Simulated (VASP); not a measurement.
**ZnO: single point with PBEsol**

**What was measured.**

From “Electronic structure of alkaline earth and post-transition metal oxides”, 2009, arxiv:0908.1581, for a bulk crystal of ZnO: band gap 3.37 eV.

The system is ZnO.

```
Zn O
1.0
     3.24931    0.00000    0.00000
    -1.62465    2.81398    0.00000
     0.00000    0.00000    5.20571
Zn O
2 2
Cartesian
  1.6247 0.9380 0.0000
  0.0000 1.8760 2.6029
  0.0000 1.8760 4.5759
  1.6247 0.9380 1.9730
```

```yaml
Program: VASP 6.6.1
Task: single point
Functional: PBEsol
Potentials_or_basis: VASP PAW PBE potentials, release 64 (Zn, O_h)
Cutoff: 1340 eV
k_mesh: 9 × 9 × 5
Occupations: gaussian, width 0.1 eV
Spin: no spin polarisation
```

```yaml
Pressure: -0.6 GPa
Largest_force: 0.065 eV/Å
Band_gap_on_the_k_mesh: 0.69 eV
```

Forces on the atoms (eV/Å):
```
Zn   0.000  0.000 -0.065
Zn   0.000  0.000 -0.065
O    0.000  0.000  0.065
O    0.000  0.000  0.065
```

Stress tensor (GPa, compression positive):
```
-1.21  0.00  0.00
 0.00 -1.21  0.00
 0.00  0.00  0.49
```

Levels at points of the mesh, in eV from the valence-band top:
```csv
k point,band 14,band 15,band 16,band 17,band 18,band 19,band 20,band 21,band 22,band 23
"(0.00, 0.00, 0.00)",-0.82,-0.82,-0.07,0.00,0.00,0.69,5.10,8.14,12.72,12.72
```

It took 80 s on 1 thread of Intel(R) Xeon(R) 6975P-C (Granite Rapids) (shared host), peak memory 0.39 GiB.

Measured gap of ZnO: 3.37 eV (quoted in “Electronic structure of alkaline earth and post-transition metal oxides”, 2009, arxiv:0908.1581). This calculation gives 0.69 eV (-2.68 eV). So large a miss can be the level of theory's own, or it may mean another phase, state or a wrong row. The value is that of PBEsol, without temperature or zero-point motion. Semilocal functionals fall short of measured gaps as a rule.

Caveat: semilocal functionals underestimate gaps, and a narrow one can read as zero; the PAW data sets were made with another functional, which shifts forces and pressure a little.
